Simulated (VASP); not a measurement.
# Pb (P6_3/mmc) in VASP: further runs

Runs on Pb. Level: LDA. Tasks: single point, relaxation of cell and atoms.

All numbers are computed with VASP 6.6.1; they aren't measurements. Logs are shortened: lines on timing, memory, paths and dates and some standing lists are left out, and cuts for length are marked.

## Step 1: The cell of the first run

The structure is hexagonal, space group P6_3/mmc (No. 194). Conventional cell: a = 3.482 Å, b = 3.482 Å, c = 5.718 Å, α = 90.00°, β = 90.00°, γ = 120.00°. Within 4.6 Å of Pb (site symmetry -6m2) lie 12 Pb at 3.48 to 3.49 Å.

## Step 2: Single point, LDA (volume scaled by 1.04)

Input file INCAR:

```
  ALGO = Normal
  EDIFF = 1E-6
  ENCUT = 520
  GGA = CA
  ISIF = 2
  ISMEAR = -1
  LASPH = T
  LCHARG = F
  LREAL = F
  LWAVE = F
  NBANDS = 21
  NELM = 100
  PREC = Accurate
  SIGMA = 0.1
```

Input file KPOINTS:

```
k-points
0
Gamma
  12 12 7
```

Input file POSCAR:

```
Pb
1.0
    3.4820531703      0.0000000000      0.0000000000
   -1.7410265852      3.0155465028      0.0000000000
    0.0000000000      0.0000000000      5.7176507176
Pb
2
Direct
    0.3333333333      0.6666666667      0.2500000000
    0.6666666667      0.3333333333      0.7500000000
```

Potentials or basis: VASP PAW LDA potentials, release 64 (Pb_d).

Launch:

```sh
> cat potpaw_LDA.64/Pb_d/POTCAR > POTCAR
> mpirun -np 1 vasp_std > vasp.out
```

OUTCAR:

```text
EDIFF = 1E-6
   ENCUT = 520
   GGA = CA
   ISIF = 2
   ISMEAR = -1
   LASPH = T
   LREAL = F
   NELM = 100
   PREC = Accurate

 ion  position               nearest neighbor table
   1  0.333  0.667  0.250-   2 3.49   2 3.49   2 3.49   2 3.49   2 3.49   2 3.49
   2  0.667  0.333  0.750-   1 3.49   1 3.49   1 3.49   1 3.49   1 3.49   1 3.49

  LATTYP: Found a hexagonal cell.
 ALAT       =     3.4820531703
 C/A-ratio  =     1.6420342936

  Lattice vectors:

 A1 = (   3.4820531703,   0.0000000000,   0.0000000000)
 A2 = (  -1.7410265852,   3.0155465028,   0.0000000000)
 A3 = (   0.0000000000,   0.0000000000,   5.7176507176)

Analysis of symmetry for initial positions (statically):
=====================================================================
 Subroutine PRICEL returns:
 Original cell was already a primitive cell.

 Routine SETGRP: Setting up the symmetry group for a
 hexagonal supercell.

 Subroutine GETGRP returns: Found 24 space group operations
 (whereof 12 operations were pure point group operations)
 out of a pool of 24 trial point group operations.

The static configuration has the point symmetry D_3d.
 The point group associated with its full space group is D_6h.

Analysis of symmetry for dynamics (positions and initial velocities):
=====================================================================
 Subroutine PRICEL returns:
 Original cell was already a primitive cell.

 Routine SETGRP: Setting up the symmetry group for a
 hexagonal supercell.

 Subroutine GETGRP returns: Found 24 space group operations
 (whereof 12 operations were pure point group operations)
 out of a pool of 24 trial point group operations.

The dynamic configuration has the point symmetry D_3d.
 The point group associated with its full space group is D_6h.

 Subroutine INISYM returns: Found 24 space group operations
 (whereof 12 operations are pure point group operations),
 and found     1 'primitive' translations

----------------------------------------------------------------------------------------

                                     Primitive cell

  volume of cell :      60.0370

  direct lattice vectors                    reciprocal lattice vectors
     3.482053170  0.000000000  0.000000000     0.287186884  0.165807425  0.000000000
    -1.741026585  3.015546503  0.000000000     0.000000000  0.331614850  0.000000000
     0.000000000  0.000000000  5.717650718     0.000000000  0.000000000  0.174897007

  length of vectors
     3.482053170  3.482053170  5.717650718     0.331614850  0.331614850  0.174897007

  position of ions in fractional coordinates (direct lattice)
     0.333333333  0.666666667  0.250000000
     0.666666667  0.333333333  0.750000000

  ion indices of the primitive-cell ions
   primitive index   ion index
                 1           1
                 2           2

----------------------------------------------------------------------------------------

 KPOINTS: k-points

Automatic generation of k-mesh.
 Grid dimensions read from file:
 generate k-points for:   12   12    7

 Generating k-lattice:

  Cartesian coordinates                     Fractional coordinates (reciprocal lattice)
     0.023932240  0.013817285  0.000000000     0.083333333  0.000000000  0.000000000
     0.000000000  0.027634571  0.000000000     0.000000000  0.083333333  0.000000000
     0.000000000  0.000000000  0.024985287     0.000000000  0.000000000  0.142857143

  Length of vectors
     0.027634571  0.027634571  0.024985287

  Shift w.r.t. Gamma in fractional coordinates (k-lattice)
     0.000000000  0.000000000  0.000000000

 Subroutine IBZKPT returns following result:
 ===========================================

 Found     76 irreducible k-points:

 Following reciprocal coordinates:
            Coordinates               Weight
  0.000000  0.000000  0.000000      1.000000
  0.083333  0.000000  0.000000      6.000000
  0.166667  0.000000  0.000000      6.000000
  0.250000  0.000000  0.000000      6.000000
  0.333333  0.000000  0.000000      6.000000
  0.416667  0.000000  0.000000      6.000000
[... 16 lines left out ...]
  0.250000  0.000000  0.142857     12.000000
  0.333333  0.000000  0.142857     12.000000
 [... further k-points ...]
   k-points           NKPTS =     76   k-points in BZ     NKDIM =     76   number of bands    NBANDS=     21
   number of dos      NEDOS =    301   number of ions     NIONS =      2
   total plane-waves  NPLWV =  37632
   dimension x,y,z NGX =    28 NGY =   28 NGZ =   48
   dimension x,y,z NGXF=    56 NGYF=   56 NGZF=   96
   ions per type =               2
   NGX,Y,Z   is equivalent  to a cutoff of  13.37, 13.37, 13.96 a.u.
   NGXF,Y,Z  is equivalent  to a cutoff of  26.74, 26.74, 27.91 a.u.
 SYSTEM =  unknown system
   PREC   = accura    normal or accurate (medium, high low for compatibility)
   ISTART =      0    job   : 0-new  1-cont  2-samecut
   ICHARG =      2    charge: 1-file 2-atom 10-const
   ISPIN  =      1    spin polarized calculation?
   LNONCOLLINEAR =      F non collinear calculations
   LSORBIT =      F    spin-orbit coupling
   LASPH  =      T    aspherical Exc in radial PAW
   ENCUT  =  520.0 eV  38.22 Ry    6.18 a.u.   6.47  6.47 10.63*2*pi/ulx,y,z
   NELM   =    100;   NELMIN=  2; NELMDL= -5     # of ELM steps
   EDIFF  = 0.1E-05   stopping-criterion for ELM
   LREAL  =      F    real-space projection
   EDIFFG = 0.1E-04   stopping-criterion for IOM
   NSW    =      0    number of steps for IOM
   IBRION =     -1    ionic relax: 0-MD 1-quasi-New 2-CG
   NFREE  =      0    steps in history (QN), initial steepest desc. (CG)
   ISIF   =      2    stress and relaxation
   ISYM   =      2    0-nonsym 1-usesym 2-fastsym
   POTIM  = 0.5000    time-step for ionic-motion
   TEBEG  =    0.0;   TEEND  =   0.0 temperature during run
   PSTRESS=    0.0 pullay stress
   NELECT =      28.0000    total number of electrons
   NUPDOWN=      -1.0000    fix difference up-down
   EMIN   =  10.00;   EMAX   =-10.00  energy-range for DOS
   EFERMI =   0.00;   METHOD = LEGACY
   ISMEAR =    -1;   SIGMA  =   0.10  broadening in eV -4-tet -1-fermi 0-gaus
   EFERMI_NEDOS =   21; number of points for ismear=-14 and -15
   IALGO  =     38    algorithm
   IMIX   =      4    mixing-type and parameters
     AMIX     =   0.40;   BMIX     =  1.00
     AMIX_MAG =   1.60;   BMIX_MAG =  1.00
  volume/ion in A,a.u.               =      30.02       202.57
  Fermi-wavevector in a.u.,A,eV,Ry     =   1.269564  2.399127 21.929761  1.611792
  Thomas-Fermi vector in A             =   2.402598
   LORBIT       =      0    0 simple, 1 ext, 2 COOP (PROOUT), +10 PAW based schemes
   GGA     = CA    functional components
   LHFCALC =     F    Hartree Fock is set to
   AEXX    =    0.0000 exact exchange contribution
   IVDW    =     0    specifies the selected vdW correction
   LEPSILON=     F    determine dielectric tensor
   LRPA    =     F    only Hartree local field effects (RPA)
 non-spin polarized calculation
  energy-cutoff  :      520.00
  volume of cell :       60.04
 maximum number of plane-waves:      1641
 NGX is ok and might be reduce to    28
   NGX = 13   NGY = 13   NGZ = 21

 number of electron      28.0000002 magnetization

 Free energy of the ion-electron system (eV)
  ---------------------------------------------------
  ext. energy  EPLUGINS =         0.00000000
  ---------------------------------------------------
  free energy    TOTEN  =        -8.48308024 eV

  energy without entropy =       -8.44239111  energy(sigma->0) =       -8.46273568

 E-fermi :   7.0678     XC(G=0): -10.5043

 val. band max:        7.0533083700   @ k =   0.1667   0.0000   0.4286
 cond. band min:       7.0954867560   @ k =   0.4167   0.0833   0.1429
 fundamental gap:      0.0421783860
 Fermi energy:         7.0678158214

 k-point     1 :       0.0000    0.0000    0.0000
  band No.  band energies     occupation
      1      -9.9304      2.00000
      2      -9.9013      2.00000
      3      -9.8767      2.00000
      4      -9.8767      2.00000
      5      -9.8553      2.00000
      6      -9.8553      2.00000
[... 13 lines left out ...]
     20      16.3336      0.00000
     21      18.6832      0.00000

 k-point     2 :       0.0833    0.0000    0.0000
  band No.  band energies     occupation
      1      -9.9264      2.00000
      2      -9.9037      2.00000
      3      -9.8656      2.00000
      4      -9.8594      2.00000
      5      -9.8516      2.00000
      6      -9.8386      2.00000
[... 13 lines left out ...]
     20      16.9193      0.00000
     21      18.0341      0.00000

 k-point     3 :       0.1667    0.0000    0.0000
  band No.  band energies     occupation
      1      -9.9479      2.00000
      2      -9.8826      2.00000
      3      -9.8607      2.00000
      4      -9.8293      2.00000
      5      -9.8197      2.00000
      6      -9.8125      2.00000
[... 13 lines left out ...]
     20      17.0659      0.00000
     21      17.8559      0.00000

 k-point     4 :       0.2500    0.0000    0.0000
  band No.  band energies     occupation
      1      -9.9833      2.00000
      2      -9.8824      2.00000
      3      -9.8658      2.00000
      4      -9.8409      2.00000
      5      -9.8317      2.00000
      6      -9.7499      2.00000
[... 13 lines left out ...]
     20      16.4475      0.00000
     21      17.8017      0.00000

 k-point     5 :       0.3333    0.0000    0.0000
  band No.  band energies     occupation
      1     -10.0174      2.00000
      2      -9.9056      2.00000
      3      -9.8975      2.00000
      4      -9.8607      2.00000
      5      -9.7918      2.00000
      6      -9.7408      2.00000
[... 13 lines left out ...]
     20      15.9343      0.00000
     21      17.5575      0.00000
[... 382 lines left out ...]
     20      16.8535      0.00000
     21      18.1692      0.00000

 k-point    22 :       0.1667    0.0000    0.1429
  band No.  band energies     occupation
      1      -9.9455      2.00000
      2      -9.8836      2.00000
      3      -9.8754      2.00000
      4      -9.8382      2.00000
      5      -9.8352      2.00000
      6      -9.7971      2.00000
[... 13 lines left out ...]
     20      16.9790      0.00000
     21      17.0954      0.00000

 k-point    23 :       0.2500    0.0000    0.1429
  band No.  band energies     occupation
      1      -9.9795      2.00000
      2      -9.8880      2.00000
      3      -9.8861      2.00000
      4      -9.8350      2.00000
      5      -9.8130      2.00000
      6      -9.7586      2.00000
[... 13 lines left out ...]
     20      15.8990      0.00000
     21      16.8377      0.00000

 k-point    24 :       0.3333    0.0000    0.1429
  band No.  band energies     occupation
      1     -10.0122      2.00000
      2      -9.9187      2.00000
      3      -9.9023      2.00000
      4      -9.8503      2.00000
      5      -9.7848      2.00000
      6      -9.7572      2.00000
[... 13 lines left out ...]
     20      15.3567      0.00000
     21      17.1482      0.00000

 [... further k-points ...]

------------------------ aborting loop because EDIFF is reached ----------------------------------------

  FORCE on cell =-STRESS in cart. coord.  units (eV):
  Direction    XX          YY          ZZ          XY          YZ          ZX
  --------------------------------------------------------------------------------------
  -------------------------------------------------------------------------------------
  Total       -0.6763353     -0.6763353     -0.4256577      0.0000000      0.0000000      0.0000000
  in kB      -18.0490188    -18.0490188    -11.3593132      0.0000000      0.0000000      0.0000000
  external PRESSURE =     -15.8191169 kB  Pullay stress =       0.0000000 kB

 VOLUME and BASIS-vectors are now :
 -----------------------------------------------------------------------------
  energy-cutoff  :      520.00
  volume of cell :       60.04
      direct lattice vectors                 reciprocal lattice vectors
     3.482053170  0.000000000  0.000000000     0.287186884  0.165807425  0.000000000
    -1.741026585  3.015546503  0.000000000     0.000000000  0.331614850  0.000000000
     0.000000000  0.000000000  5.717650718     0.000000000  0.000000000  0.174897007

 POSITION                                       TOTAL-FORCE (eV/Angst)
 -----------------------------------------------------------------------------------
     -0.00000      2.01036      1.42941        -0.000000      0.000000      0.000000
      1.74103      1.00518      4.28824         0.000000     -0.000000      0.000000
 -----------------------------------------------------------------------------------
    total drift:                               -0.000000      0.000000     -0.000000

  FREE ENERGIE OF THE ION-ELECTRON SYSTEM (eV)
  ---------------------------------------------------
  free  energy   TOTEN  =        -8.4830802393 eV

  energy  without entropy=       -8.4423911134  energy(sigma->0) =       -8.46273568
```

Run time: 1.8 min. Hardware: 1 thread of AMD EPYC 7R13, shared host; peak memory 0.18 GiB.

Results:

```
Free energy            : -8.4831 eV
Pressure               : -1.6 GPa
Band gap on the k mesh : zero (band 14 reaches 12.82 eV, above the bottom of band 15 at 5.14 eV)
```

Stress tensor (GPa, compression positive):
```
-1.80  0.00  0.00
 0.00 -1.80  0.00
 0.00  0.00 -1.14
```

Caveat: spin-orbit coupling is left out, which moves the levels of the heavy elements.

(Part 1 of 2 ends here.)
